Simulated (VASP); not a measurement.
Runs of VASP 6.6.1 on Rb3Ag. The structure is cubic, space group Pm-3m (No. 221). The conventional cell has a = 6.136 Å, b = 6.136 Å, c = 6.136 Å, α = 90.00°, β = 90.00°, γ = 90.00°. Within 5.7 Å of Rb (site symmetry 4/mmm) lie 8 Rb at 4.34 Å and 4 Ag at 4.34 Å. Within 5.7 Å of Ag (site symmetry m-3m) lie 12 Rb at 4.34 Å. 

```csv
level,potentials or basis,gap on the mesh (eV),pressure (GPa)
LDA,"VASP PAW LDA potentials, release 64 (Rb_sv, Ag)",0.34,(a)
revPBE,"VASP PAW PBE potentials, release 64 (Rb_sv, Ag)",0.34,0.5
BLYP,"VASP PAW PBE potentials, release 64 (Rb_sv, Ag)",0.39,0.4
RPBE,"VASP PAW PBE potentials, release 64 (Rb_sv, Ag)",0.34,(b)
PBEsol,"VASP PAW PBE potentials, release 64 (Rb_sv, Ag)",0.32,-0.4
```

Alike in all rows: task single point; no spin polarisation; cell as given; k mesh 3 × 3 × 3; cutoff (eV) 520; smearing gaussian 0.1 eV.

Estimate the missing entries.

(a) -0.9; (b) 0.7.

Caveats: an odd mesh through Γ misses points on the zone boundary, where band edges can lie; the PAW data sets were made with another functional, which shifts forces and pressure a little (at least some runs).

A k mesh can miss the band edges, and the runs leave out spin-orbit coupling on Ag, Rb.
